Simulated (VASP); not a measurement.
# B48HN48 (a cell with a defect) in VASP: a series of runs, part 2 of 4

VASP 6.6.1.

## 3. Single point, PBEsol

The input, INCAR:

```
SYSTEM = B48HN48
PREC = Accurate ; ENCUT = 520
EDIFF = 1E-6 ; ISMEAR = -1
SIGMA = 0.05 ; LREAL = Auto
LASPH = .True. ; NELM = 120
ALGO = Normal ; ISIF = 2
LWAVE = .False. ; LCHARG = .True.
GGA = PS ; LELF = .True.
LVHAR = .True. ; NBANDS = 246
NELECT = 384.0 ; ISYM = -1
GGA_COMPAT = .False.
```

The input, KPOINTS:

```
explicit points
1
Reciprocal
  0.25000000   0.25000000   0.25000000 1
```

The input, POSCAR:

```
B48HN48
1.0
    7.6229900000      0.0000000000      0.0000000000
    0.0000000000      8.8022710000      0.0000000000
    0.0000000000      0.0000000000      8.4065820000
B N H
48 48 1
Direct
    0.9983460000      0.1668570000      0.9993580000
    0.9989460000      0.1655360000      0.4984490000
    0.3315460000      0.1673920000      0.9998500000
    0.3314370000      0.1664680000      0.4992150000
    0.1655570000      0.4174520000      0.9998460000
    0.1651000000      0.4165680000      0.4987360000
    0.0019560000      0.6693200000      0.0032150000
    0.9982850000      0.6665910000      0.4986100000
    0.6648420000      0.1662260000      0.9997560000
    0.6638090000      0.1645920000      0.4980760000
    0.4980160000      0.4169200000      0.9995830000
    0.4981720000      0.4160250000      0.4983430000
    0.3320320000      0.6676190000      0.0009020000
    0.3319590000      0.6665810000      0.5000860000
    0.1659580000      0.9181910000      0.0007340000
    0.1654740000      0.9166050000      0.4995730000
    0.8317150000      0.4162360000      0.9978430000
    0.8323070000      0.4094380000      0.4900590000
    0.6627810000      0.6692180000      0.0025280000
    0.6657950000      0.6672290000      0.4976070000
    0.4975870000      0.9179320000      0.0007900000
    0.4978070000      0.9163260000      0.4994630000
    0.8320160000      0.9181250000      0.0009440000
    0.8320090000      0.9168930000      0.4993780000
    0.1651900000      0.0835100000      0.2493880000
    0.1655400000      0.0841140000      0.7499030000
    0.9992970000      0.3327980000      0.2471120000
    0.0013100000      0.3322720000      0.7500650000
    0.4978600000      0.0833080000      0.2493240000
    0.4960600000      0.0820990000      0.7499750000
    0.3316030000      0.3332970000      0.2491090000
    0.3310610000      0.3332130000      0.7496890000
    0.1654960000      0.5833960000      0.2501780000
    0.1667730000      0.5834410000      0.7515420000
    0.9986410000      0.8341370000      0.2503040000
    0.0010270000      0.8389170000      0.7513070000
    0.8316750000      0.0835790000      0.2491630000
    0.8314730000      0.0835570000      0.7498520000
    0.6638930000      0.3325420000      0.2471040000
    0.6593350000      0.3238270000      0.7494610000
    0.4982890000      0.5833320000      0.2498930000
    0.4973590000      0.5830120000      0.7520090000
    0.3317400000      0.8335170000      0.2502290000
    0.3317250000      0.8333050000      0.7508260000
    0.8318640000      0.5832560000      0.2489530000
    0.8377020000      0.6210420000      0.7667230000
    0.6650060000      0.8341600000      0.2500090000
    0.6636540000      0.8391420000      0.7516240000
    0.9984360000      0.1666700000      0.1857960000
    0.9985490000      0.1667730000      0.6864430000
    0.3316200000      0.1669820000      0.1866850000
    0.3311870000      0.1671070000      0.6866130000
    0.1652690000      0.4170330000      0.1862560000
    0.1640270000      0.4175320000      0.6865770000
    0.9990450000      0.6672550000      0.1881300000
    0.0004170000      0.6694240000      0.6881830000
    0.6648280000      0.1663350000      0.1859110000
    0.6620630000      0.1622050000      0.6862130000
    0.4981980000      0.4168910000      0.1860950000
    0.4989850000      0.4160630000      0.6865410000
    0.3319670000      0.6668290000      0.1876260000
    0.3324870000      0.6663780000      0.6877580000
    0.1653460000      0.9170120000      0.1874120000
    0.1661230000      0.9176300000      0.6871920000
    0.8315910000      0.4170430000      0.1846700000
    0.8276940000      0.3976770000      0.6769710000
    0.6649820000      0.6672170000      0.1877550000
    0.6663530000      0.6695620000      0.6885610000
    0.4982460000      0.9168470000      0.1873570000
    0.4972130000      0.9163080000      0.6871630000
    0.8318800000      0.9169920000      0.1872800000
    0.8322640000      0.9178130000      0.6874510000
    0.1650580000      0.0828200000      0.4366290000
    0.1651220000      0.0843430000      0.9367970000
    0.9997300000      0.3315840000      0.4336300000
    0.9980850000      0.3346710000      0.9355640000
    0.4976490000      0.0824930000      0.4364030000
    0.4976660000      0.0838060000      0.9369210000
    0.3315410000      0.3333800000      0.4365210000
    0.3315180000      0.3341310000      0.9364280000
    0.1649310000      0.5832680000      0.4377440000
    0.1655140000      0.5842640000      0.9377630000
    0.9982020000      0.8330190000      0.4374770000
    0.9993690000      0.8352650000      0.9380590000
    0.8315980000      0.0828770000      0.4365010000
    0.8316320000      0.0839290000      0.9366470000
    0.6636290000      0.3311970000      0.4333690000
    0.6649300000      0.3332880000      0.9353560000
    0.4989410000      0.5832360000      0.4377420000
    0.4988290000      0.5839760000      0.9376170000
    0.3316560000      0.8328260000      0.4374630000
    0.3317760000      0.8338820000      0.9376130000
    0.8319950000      0.5812000000      0.4377390000
    0.8326980000      0.5884980000      0.9388740000
    0.6653630000      0.8331740000      0.4372990000
    0.6645090000      0.8352000000      0.9379400000
    0.7630570000      0.5008530000      0.6787950000
```

Potentials or basis: VASP PAW PBE potentials, release 64 (B, N, H).

The run is started by

```console
$ cat potpaw_PBE.64/B/POTCAR potpaw_PBE.64/N/POTCAR potpaw_PBE.64/H/POTCAR > POTCAR
$ mpirun -np 1 vasp_std > vasp.out
```

It took 3.7 min on 1 thread of Intel Xeon 6975P-C (Granite Rapids), shared host; peak memory 0.61 GiB.

It converged, with:

| Property | Result |
| --- | --- |
| Free energy | -888.1564 eV |
| Largest force | 0.052 eV/Å |

Forces in eV/Å, atoms in the order of the input:
```
B    0.001  0.005  0.002
B   -0.001  0.000  0.008
B    0.001  0.002  0.002
B    0.000  0.002  0.004
B   -0.004 -0.004  0.000
B    0.000 -0.004  0.006
B    0.003  0.000  0.008
B    0.005  0.003  0.013
B    0.000  0.006  0.000
B    0.001  0.001  0.006
B    0.002 -0.003  0.001
B   -0.001 -0.002  0.005
B    0.001  0.000  0.003
B    0.001  0.000  0.004
B    0.002  0.000  0.003
B    0.000 -0.001  0.004
B   -0.002  0.010  0.000
B    0.000  0.004  0.000
B    0.002 -0.005  0.005
B   -0.001  0.002  0.013
B   -0.001 -0.001  0.002
B    0.002 -0.001  0.005
B   -0.001 -0.001  0.002
B   -0.001 -0.001  0.006
B   -0.002  0.003  0.005
B   -0.002  0.002  0.001
B   -0.001  0.000  0.004
B   -0.018  0.012 -0.010
B    0.000  0.003  0.003
B   -0.001 -0.001  0.004
B   -0.001  0.000  0.004
B   -0.001  0.004 -0.003
B    0.001  0.000  0.005
B   -0.003  0.002 -0.003
B   -0.001  0.002  0.005
B    0.005  0.011  0.000
B    0.000  0.004  0.003
B    0.000  0.004 -0.002
B    0.001  0.001  0.002
B   -0.001  0.000 -0.004
B   -0.002  0.000  0.004
B    0.003  0.013 -0.009
B   -0.001 -0.002  0.003
B   -0.002 -0.002  0.000
B    0.000  0.001  0.010
B    0.010 -0.014  0.001
B    0.000  0.000  0.004
B   -0.001  0.005  0.002
N    0.001 -0.003 -0.002
N    0.002 -0.005 -0.001
N    0.001 -0.001 -0.002
N    0.001 -0.002 -0.004
N    0.001  0.002 -0.002
N    0.004  0.001 -0.005
N   -0.001  0.000 -0.003
N    0.007 -0.009 -0.021
N    0.000 -0.002 -0.001
N    0.001 -0.010 -0.005
N    0.000  0.001 -0.002
N    0.003 -0.003 -0.001
N    0.000  0.000 -0.004
N    0.000  0.002 -0.004
N    0.000 -0.001 -0.004
N    0.003 -0.001 -0.006
N    0.000 -0.001 -0.001
N    0.033 -0.017  0.017
N    0.000  0.001 -0.001
N   -0.016 -0.017 -0.018
N    0.001 -0.001 -0.003
N    0.001 -0.003 -0.007
N    0.001 -0.002 -0.002
N    0.001 -0.004 -0.004
N    0.001 -0.002 -0.005
N   -0.001 -0.002 -0.003
N    0.003  0.000 -0.002
N    0.002 -0.002  0.003
N   -0.002 -0.001 -0.004
N    0.000 -0.001 -0.003
N    0.000 -0.001 -0.003
N   -0.001 -0.002 -0.002
N    0.002  0.000 -0.005
N   -0.002 -0.001 -0.004
N    0.000  0.002 -0.006
N   -0.003 -0.003 -0.005
N   -0.001  0.000 -0.004
N    0.000 -0.004 -0.001
N   -0.002 -0.001  0.003
N   -0.002 -0.002  0.003
N   -0.001 -0.001 -0.004
N   -0.002  0.001  0.000
N   -0.001  0.000 -0.005
N   -0.002  0.000 -0.003
N   -0.001 -0.004 -0.003
N   -0.007 -0.016  0.008
N    0.000  0.003 -0.004
N    0.001 -0.001 -0.003
H   -0.020  0.048  0.003
```

Levels at points of the mesh, in eV from the Fermi level:
| k point | band 190 | band 191 | band 192 | band 193 | band 194 | band 195 |
| --- | --- | --- | --- | --- | --- | --- |
| (0.25, 0.25, 0.25) | -1.91 | -1.53 | -1.20 | 3.12 | 4.97 | 5.11 |

Caveat: the cell carries a net charge on a neutralising background, which shifts energy and pressure; the cell is charged against a uniform background, so pressure and absolute levels hang on convention; the PAW data sets were made with another functional, which shifts forces and pressure a little.

## 4. Single point, PBEsol

The input, INCAR:

```
SYSTEM = B48HN48
  PREC = Accurate
  ENCUT = 520
  EDIFF = 1E-6
  ISMEAR = -1
  SIGMA = 0.05
  LREAL = Auto
  LASPH = .TRUE.
  NELM = 120
  ALGO = Normal
  ISIF = 2
  LWAVE = .FALSE.
  LCHARG = .FALSE.
  GGA = PS
  NBANDS = 246
  NELECT = 386.0
  ISYM = -1
  GGA_COMPAT = .FALSE.
```

KPOINTS is that of step 3.

The input, POSCAR:

```
B48HN48
1.0
    7.6229900000      0.0000000000      0.0000000000
    0.0000000000      8.8022710000      0.0000000000
    0.0000000000      0.0000000000      8.4065820000
B N H
48 48 1
Direct
    0.0000200000      0.1667860000      0.0015470000
    0.0008750000      0.1699600000      0.4987680000
    0.3328400000      0.1668210000      0.0011690000
    0.3329540000      0.1673940000      0.4999800000
    0.1663330000      0.4166120000      0.0018410000
    0.1635300000      0.4141770000      0.4987220000
    0.0004520000      0.6671990000      0.0008100000
    0.0005270000      0.6670130000      0.4990610000
    0.6664410000      0.1662600000      0.0010800000
    0.6669660000      0.1662100000      0.4992460000
    0.4992220000      0.4165250000      0.0015060000
    0.5012620000      0.4166220000      0.5003980000
    0.3327270000      0.6668260000      0.0002440000
    0.3322020000      0.6664580000      0.4989590000
    0.1665230000      0.9169820000      0.0003860000
    0.1669380000      0.9171340000      0.5000270000
    0.8335860000      0.4165320000      0.0026710000
    0.7907190000      0.4382280000      0.5170290000
    0.6663740000      0.6673910000      0.0013980000
    0.6669860000      0.6648250000      0.5008860000
    0.4996140000      0.9171300000      0.0007930000
    0.4996680000      0.9169130000      0.5000520000
    0.8332940000      0.9172300000      0.0008920000
    0.8330890000      0.9172200000      0.5000090000
    0.1664200000      0.0833510000      0.2512290000
    0.1661650000      0.0835000000      0.7501430000
    0.0013040000      0.3327100000      0.2551780000
    0.0007700000      0.3330010000      0.7513770000
    0.4996690000      0.0833570000      0.2508710000
    0.4995150000      0.0837310000      0.7502370000
    0.3329140000      0.3338400000      0.2517300000
    0.3314030000      0.3331810000      0.7516580000
    0.1663710000      0.5832810000      0.2506020000
    0.1662610000      0.5829010000      0.7498390000
    0.0001660000      0.8335390000      0.2505390000
    0.9998490000      0.8333850000      0.7500640000
    0.8335990000      0.0834320000      0.2509470000
    0.8338390000      0.0838950000      0.7500360000
    0.6668730000      0.3323760000      0.2503230000
    0.6662420000      0.3328390000      0.7539860000
    0.4987660000      0.5839420000      0.2497020000
    0.4992300000      0.5836380000      0.7511630000
    0.3329000000      0.8333650000      0.2503760000
    0.3329560000      0.8333740000      0.7500650000
    0.8345090000      0.5838840000      0.2500870000
    0.8336980000      0.5839620000      0.7540310000
    0.6662480000      0.8336670000      0.2511970000
    0.6663890000      0.8349410000      0.7516700000
    0.0000010000      0.1659220000      0.1874720000
    0.0003330000      0.1667640000      0.6879240000
    0.3331270000      0.1667320000      0.1880050000
    0.3328470000      0.1666170000      0.6879320000
    0.1670410000      0.4173000000      0.1875210000
    0.1660490000      0.4164970000      0.6880730000
    0.0008210000      0.6674570000      0.1864520000
    0.9999650000      0.6668930000      0.6878070000
    0.6665440000      0.1656540000      0.1867970000
    0.6666570000      0.1666140000      0.6880260000
    0.4995860000      0.4168210000      0.1873490000
    0.4967260000      0.4150520000      0.6907240000
    0.3325660000      0.6672950000      0.1864260000
    0.3328670000      0.6668550000      0.6873720000
    0.1667120000      0.9168300000      0.1873870000
    0.1665770000      0.9166830000      0.6876500000
    0.8333260000      0.4167750000      0.1885180000
    0.8355710000      0.4155880000      0.6961000000
    0.6662060000      0.6673090000      0.1872990000
    0.6666730000      0.6704100000      0.6908480000
    0.4994470000      0.9168620000      0.1875950000
    0.4994510000      0.9172560000      0.6878550000
    0.8333630000      0.9166630000      0.1877590000
    0.8334650000      0.9172450000      0.6877780000
    0.1676370000      0.0817390000      0.4378930000
    0.1665050000      0.0832900000      0.9378170000
    0.0083530000      0.3288200000      0.4343580000
    0.0004130000      0.3330450000      0.9394860000
    0.4992540000      0.0826670000      0.4378110000
    0.4994330000      0.0834850000      0.9377950000
    0.3331120000      0.3333520000      0.4379000000
    0.3323130000      0.3330410000      0.9388070000
    0.1662630000      0.5835080000      0.4372170000
    0.1663930000      0.5834050000      0.9373220000
    0.0006480000      0.8343810000      0.4375270000
    0.9998280000      0.8337750000      0.9374820000
    0.8337640000      0.0831670000      0.4375440000
    0.8332420000      0.0835410000      0.9377150000
    0.6617010000      0.3272310000      0.4326850000
    0.6658900000      0.3328810000      0.9398740000
    0.4956320000      0.5853840000      0.4336950000
    0.4995630000      0.5836020000      0.9381710000
    0.3327790000      0.8333490000      0.4374510000
    0.3330590000      0.8335390000      0.9373860000
    0.8369280000      0.5907920000      0.4323400000
    0.8334010000      0.5842830000      0.9397980000
    0.6655090000      0.8353910000      0.4375330000
    0.6663460000      0.8345100000      0.9386330000
    0.6677130000      0.5000640000      0.5707810000
```

The run is started by

```console
$ cat potpaw_PBE.64/B/POTCAR potpaw_PBE.64/N/POTCAR potpaw_PBE.64/H/POTCAR > POTCAR
$ mpirun -np 1 vasp_std > vasp.out
```

Run time: 3.8 min. Hardware: 1 thread of Intel Xeon 6975P-C (Granite Rapids), shared host; peak memory 0.63 GiB.

Results (log left out):

| Quantity | Value |
| --- | --- |
| Free energy | -867.2814 eV |
| Largest force | 0.068 eV/Å |

Forces in eV/Å, atoms in the order of the input:
```
B    0.000  0.006 -0.004
B   -0.009 -0.006  0.014
B    0.000  0.005  0.005
B   -0.002 -0.003 -0.001
B   -0.001  0.002 -0.006
B    0.010  0.013  0.009
B    0.004  0.006  0.002
B    0.004 -0.009  0.009
B   -0.002  0.002  0.001
B    0.007  0.000  0.009
B    0.007  0.002  0.006
B    0.004  0.014  0.020
B   -0.010  0.004  0.002
B    0.010 -0.008 -0.002
B    0.001 -0.003  0.000
B    0.002 -0.007  0.008
B    0.002  0.004  0.001
B    0.061 -0.030 -0.010
B    0.000 -0.006 -0.002
B   -0.020 -0.009  0.010
B   -0.003 -0.004 -0.004
B    0.003 -0.001  0.008
B    0.000 -0.003 -0.002
B    0.001  0.005  0.000
B   -0.004  0.011  0.009
B    0.003  0.001 -0.004
B    0.000  0.002 -0.012
B    0.005 -0.006  0.003
B   -0.001  0.004 -0.002
B    0.004  0.008  0.003
B   -0.005  0.000  0.015
B    0.000 -0.005  0.007
B    0.002  0.006 -0.006
B   -0.002 -0.007 -0.010
B   -0.005 -0.001  0.003
B   -0.003  0.003 -0.007
B   -0.003 -0.003 -0.004
B   -0.006  0.004 -0.002
B   -0.001 -0.006  0.011
B    0.001 -0.006  0.003
B   -0.003  0.003  0.012
B   -0.014  0.012 -0.001
B    0.002 -0.004  0.004
B    0.010  0.000 -0.009
B   -0.009  0.009  0.009
B    0.012  0.006 -0.009
B    0.003 -0.001  0.012
B    0.003  0.006  0.002
N   -0.002 -0.001  0.001
N   -0.003  0.002 -0.009
N    0.002 -0.005 -0.006
N   -0.005  0.002  0.000
N   -0.003 -0.001  0.002
N   -0.002  0.007 -0.006
N    0.005  0.001 -0.002
N   -0.006  0.001 -0.004
N    0.000 -0.004 -0.002
N   -0.003  0.001 -0.008
N    0.001  0.000 -0.005
N   -0.004  0.004 -0.017
N   -0.003  0.002 -0.004
N    0.005  0.001 -0.002
N   -0.001 -0.001 -0.002
N   -0.004  0.003 -0.001
N    0.007 -0.004  0.005
N   -0.009  0.006 -0.008
N    0.003 -0.001 -0.001
N   -0.002  0.002 -0.012
N    0.000  0.003  0.001
N   -0.006 -0.004 -0.004
N    0.001  0.003 -0.001
N   -0.002 -0.001 -0.002
N    0.004  0.000 -0.005
N   -0.002 -0.002  0.001
N   -0.015  0.003  0.004
N    0.001 -0.004  0.000
N    0.000  0.000  0.000
N    0.002 -0.003 -0.004
N   -0.008 -0.008 -0.009
N   -0.003 -0.003 -0.002
N   -0.003 -0.010  0.003
N    0.003 -0.004  0.001
N    0.001 -0.001 -0.004
N    0.000 -0.003  0.004
N    0.006  0.000  0.001
N    0.003 -0.002 -0.003
N    0.007 -0.006 -0.014
N   -0.001 -0.004  0.000
N   -0.008  0.008 -0.004
N    0.006 -0.004 -0.006
N   -0.003 -0.003 -0.004
N    0.003 -0.002  0.004
N    0.004 -0.007 -0.012
N   -0.004 -0.005  0.005
N    0.002  0.009 -0.008
N    0.000  0.000  0.001
H   -0.021  0.023  0.034
```

Levels at points of the mesh, in eV from the Fermi level:
```csv
k point,band 191,band 192,band 193,band 194,band 195,band 196
"(0.25, 0.25, 0.25)",-3.45,-2.82,-1.24,2.99,3.13,3.54
```

Caveat: the cell carries a net charge on a neutralising background, which shifts energy and pressure; the cell is charged against a uniform background, so pressure and absolute levels hang on convention; the PAW data sets were made with another functional, which shifts forces and pressure a little.

(Part 2 of 4 ends here.)
